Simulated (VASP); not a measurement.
Input of a VASP 6.6.1 run:

Contents of INCAR:

```
SYSTEM = GaP
  ALGO = Normal
  EDIFF = 1E-6
  ENCUT = 520
  GGA = CA
  ISIF = 2
  ISMEAR = 0
  LASPH = .TRUE.
  LCHARG = .FALSE.
  LREAL = .FALSE.
  LWAVE = .FALSE.
  NBANDS = 16
  NELM = 100
  PREC = Accurate
  SIGMA = 0.05
```

Contents of KPOINTS:

```
k-points
0
G
  8 8 8
  0 0 0
```

POSCAR

```
GaP
1.0
    0.0000000000      2.8070075000      2.7252500000
    2.7252500000      0.0000000000      2.7252500000
    2.7252500000      2.8070075000      0.0000000000
Ga P
1 1
Direct
    0.0000000000      0.0000000000      0.0000000000
    0.7500000000      0.7500000000      0.7500000000
```

Potentials or basis: VASP PAW LDA potentials, release 64 (Ga_d, P).

Command:

```console
$ cat potpaw_LDA.64/Ga_d/POTCAR potpaw_LDA.64/P/POTCAR > POTCAR
$ mpirun -np 1 vasp_std > vasp.out
```

What does it give for the pressure?

-4.8 GPa.

What does it give for the band gap on the k mesh?

1.33 eV, direct.

Stress tensor (GPa, compression positive):
```
-4.04  0.00  0.00
 0.00 -6.43  0.00
 0.00  0.00 -4.04
```

Caveat: the cell differs from its parent crystal (strain +0.0300 x Voigt [0, 1, 0, 0, 0, 0]). A k mesh can miss the band edges.
